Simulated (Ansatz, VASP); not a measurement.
# SrO in VASP and in Ansatz

INCAR

```
ALGO     = Normal         # electronic algorithm
EDIFF    = 1E-8           # SCF threshold, eV
ENCUT    = 520            # plane-wave cutoff, eV
GGA      = CA             # functional
ISIF     = 2              # what is computed and relaxed
ISMEAR   = -1             # smearing method
LASPH    = True           # aspherical terms in the spheres
LCHARG   = False          # write CHGCAR
LEFG     = True         
LREAL    = False          # projectors in reciprocal space
LWAVE    = False          # write WAVECAR
NBANDS   = 15             # bands
NELM     = 80             # most SCF steps
PREC     = Accurate       # precision mode
SIGMA    = 0.02           # smearing width, eV
```

File KPOINTS:

```
k-points
0
Gamma
  8 8 8
```

The input POSCAR:

```
SrO
1.0
    0.0000000000      2.6211960000      2.5698000000
    2.6211960000      0.0000000000      2.5698000000
    2.6211960000      2.6211960000      0.0000000000
Sr O
1 1
Direct
    0.0000000000      0.0000000000      0.0000000000
    0.5000000000      0.5000000000      0.5000000000
```

Input for Ansatz:

```yaml
crystal:
  lattice:
    - [0.0, 2.621196, 2.5698]
    - [2.621196, 0.0, 2.5698]
    - [2.621196, 2.621196, 0.0]
  atoms:
    - { symbol: Sr, position: [0.0, 0.0, 0.0] }
    - { symbol: O, position: [0.5, 0.5, 0.5] }
kpoints:
  mp_grid: { grid: [8, 8, 8] }
scf:
  occupations: { method: fermi_dirac, width: 0.02 }
hamiltonian:
  xc: lda
  pseudopotentials: { kind: paw }
output:
  forces: true
  stress: true
  eigenvalues: true
  efg: { contact_densities: true }
```

Change from the starting cell: equal xx and yy strain of +2 %, PAW files.

Alike in both runs: task electric field gradients; functional LDA; k mesh 8 × 8 × 8; occupations fermi-dirac, width 0.02 eV; no spin polarisation.

|  | VASP | Ansatz |
| --- | --- | --- |
| version | VASP 6.6.1 | Ansatz 0.2.0 |
| potentials or method | VASP PAW LDA potentials, release 64 (Sr_sv, O) | PAW with Ansatz's default frozen-core files, scalar-relativistic |
| plane-wave cutoff (eV) | 520 | 420 |
| valence electrons in the cell | 16 | 16 |

|  | VASP | Ansatz | Ansatz less VASP |
| --- | --- | --- | --- |
| gap on the k mesh at the Fermi level (eV) | 3.03 | 3.09 | +0.055 |
| pressure (GPa) | -6.6 | -7.2 | -0.58 |
| traceless stress, the component that is largest in VASP (GPa) | 1.38 | 1.28 | -0.096 |
| size of Vzz on the site where it differs most (V/Å²) | 6.8 | 6.5 | -0.30 |

LDA's correlation is that of Perdew and Zunger in VASP and of Perdew and Wang (1992) in Ansatz.
